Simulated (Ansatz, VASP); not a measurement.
Given: the input of a run of VASP 6.6.1 on SnTe.

Contents of INCAR:

```
SYSTEM = SnTe
  ALGO = Normal
  EDIFF = 1E-6
  ENCUT = 520
  GGA = PE
  ISIF = 2
  ISMEAR = 0
  LASPH = .True.
  LCHARG = .False.
  LREAL = .False.
  LWAVE = .False.
  NBANDS = 17
  NELM = 60
  PREC = Accurate
  SIGMA = 0.05
```

File KPOINTS:

```
k-points
0
Gamma
  7 7 7
  0 0 0
```

Contents of POSCAR:

```
SnTe
1.0
    0.0000000000      3.6111460000      3.6111460000
    3.6111460000      0.0000000000      3.6111460000
    3.6111460000      3.6111460000      0.0000000000
Te Sn
1 1
Direct
    0.7500000000      0.7500000000      0.7500000000
    0.0000000000      0.0000000000      0.0000000000
```

Potentials or basis: VASP PAW PBE potentials, release 64 (Te, Sn_d).

The run is started by

```bash
$ cat potpaw_PBE.64/Te/POTCAR potpaw_PBE.64/Sn_d/POTCAR > POTCAR
$ mpirun -np 1 vasp_std > vasp.out
```

Question: Set up the same calculation for Ansatz 0.2.0. Potentials there: all-electron LAPW, scalar-relativistic.

Answer: As run (the cutoff follows the program's own potentials):

File input.yaml:

```yaml
crystal:
  lattice:
    - [0.0, 3.611146, 3.611146]
    - [3.611146, 0.0, 3.611146]
    - [3.611146, 3.611146, 0.0]
  atoms:
    - { symbol: Te, position: [0.75, 0.75, 0.75] }
    - { symbol: Sn, position: [0.0, 0.0, 0.0] }
kpoints:
  mp_grid: { grid: [7, 7, 7] }
scf:
  occupations: { method: gaussian, width: 0.05 }
hamiltonian:
  xc: pbe
  pseudopotentials: { kind: all_electron, lapw: { basis_error: 0.001 } }
output:
  forces: true
  stress: true
  eigenvalues: true
```

Potentials or basis: all-electron LAPW, scalar-relativistic.

Launch:

```sh
$ ansatz run input.yaml --threads 1 --pin off --max-ram 3072MiB --backend cpu --events-out ev --progress --plain --runs-dir out
```

Both were run:

|  | VASP | Ansatz | Ansatz less VASP |
| --- | --- | --- | --- |
| gap on the k mesh at the Fermi level (eV) | 0.33 | 0.33 | +0.002 |
| least direct gap on the mesh (eV) | 0.83 | 0.83 | +0.001 |
| pressure (GPa) | -0.1 | 0.0 | +0.02 |

Ansatz ran all-electron here, and VASP with PAW potentials.

Neither program's run includes spin-orbit coupling.
